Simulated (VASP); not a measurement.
A run of VASP 6.6.1 is set up as follows.

The input INCAR:

```
SYSTEM = GaAs
  PREC = Accurate
  ENCUT = 600
  EDIFF = 1E-6
  ISMEAR = 0
  SIGMA = 0.02
  LREAL = .False.
  LASPH = .True.
  NELM = 60
  ALGO = Normal
  ISIF = 3
  LWAVE = .False.
  LCHARG = .False.
  GGA = CA
  IBRION = 2
  NSW = 100
  EDIFFG = -0.002
```

File KPOINTS:

```
regular mesh
0
Gamma
  10 10 10
  0 0 0
```

Contents of POSCAR:

```
GaAs
1.0
    0.0000000000      2.8015378761      2.8015378761
    2.8015378761      0.0000000000      2.8015378761
    2.8015378761      2.8015378761      0.0000000000
Ga As
1 1
Direct
    0.0000000000      0.0000000000      0.0000000000
    0.7500000000      0.7500000000      0.7500000000
```

Potentials or basis: VASP PAW LDA potentials, release 64 (Ga_d, As).

The run is started by

```sh
$ cat potpaw_LDA.64/Ga_d/POTCAR potpaw_LDA.64/As/POTCAR > POTCAR
$ mpirun -np 1 vasp_std > vasp.out
```

**Question.** Predict the space group after relaxing (to 0.1 Å).

**Answer.** F-43m (No. 216).

**Question.** What does it give for the relaxed cell?

**Answer.** a = 3.967 Å, b = 3.967 Å, c = 3.967 Å, α = 60.00°, β = 60.00°, γ = 60.00°.

The path:
```csv
step,energy change (eV),largest force (eV/Å),pressure (GPa),volume (Å³)
1,0.0000,0.0000,0.29,43.98
2,-0.0001,0.0000,-0.20,44.23
3,-0.0002,0.0000,0.01,44.15
```
